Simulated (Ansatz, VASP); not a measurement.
**C: VASP beside Ansatz**

```
C
1.0
     1.22947   -2.12908    0.00000
     1.22947    2.12908    0.00000
     0.00000    0.00000    7.37782
C
4
Cartesian
  0.8887 1.5187 5.5322
  1.5703 -0.0992 1.8456
  1.5703 -1.5187 1.8456
  0.8887 0.0992 5.5322
```

Change from the starting cell: mode 1 frozen in at -0.256 Å and mode 5 at -0.341 Å (largest displacements).

Alike in both runs: task single point; functional PBEsol; k mesh 18 × 18 × 6; occupations gaussian, width 0.15 eV; no spin polarisation.

|  | VASP | Ansatz |
| --- | --- | --- |
| version | VASP 6.6.1 | Ansatz 0.2.0 |
| potentials or method | VASP PAW PBE potentials, release 64 (C), cutoff 600 eV | scalar-relativistic, plane waves, PAW |
| valence electrons in the cell | 16 | 16 |

VASP gave:

- gap on the k mesh at the Fermi level (eV): none
- pressure (GPa): 0.3
- traceless stress, the component that is largest in VASP (GPa): -0.39
- rms of the force components (eV/Å): 0.005

Problem. What did Ansatz give for the same quantities?

Solution. gap on the k mesh at the Fermi level (eV): none; pressure (GPa): 0.0; traceless stress, the component that is largest in VASP (GPa): 0.18; rms of the force components (eV/Å): 0.005.

VASP's potentials were made for PBE, not for PBEsol, and Ansatz warns of the same on its side. Atom by atom the forces differ by 0.000 eV/Å (rms over components). A gap of «none» marks a metal or a gap that the smearing closes.
